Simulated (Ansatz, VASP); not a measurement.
## Bi in VASP and in Ansatz

```
CELL_PARAMETERS angstrom
5.32573 0.00000 0.00000
-2.66287 4.61222 0.00000
0.00000 0.00000 6.30103
ATOMIC_POSITIONS crystal
Bi 0.00000 0.00000 0.25000
Bi 0.00000 0.00000 0.75000
Bi 0.33333 0.66667 0.75000
Bi 0.66667 0.33333 0.25000
```

Alike in both runs: functional PBEsol; k mesh 12 × 12 × 8; occupations gaussian, width 0.1 eV; no spin polarisation.

Ansatz relaxed the structure, and its values are those at the end. VASP's run is a single point on that final structure, the one shown.

|  | VASP | Ansatz |
| --- | --- | --- |
| version | VASP 6.6.1 | Ansatz 0.2.0 |
| potentials or method | VASP PAW PBE potentials, release 64 (Bi_d), cutoff 520 eV | scalar-relativistic, plane waves, PAW |
| valence electrons in the cell | 60 | 60 |

```tsv
	VASP	Ansatz	Ansatz less VASP
gap on the k mesh at the Fermi level (eV)	none	none	-
pressure (GPa)	0.0	0.0	+0.07
```

VASP's potentials were made for PBE, not for PBEsol. A gap of «none» marks a metal or a gap that the smearing closes.

Neither program's run includes spin-orbit coupling.
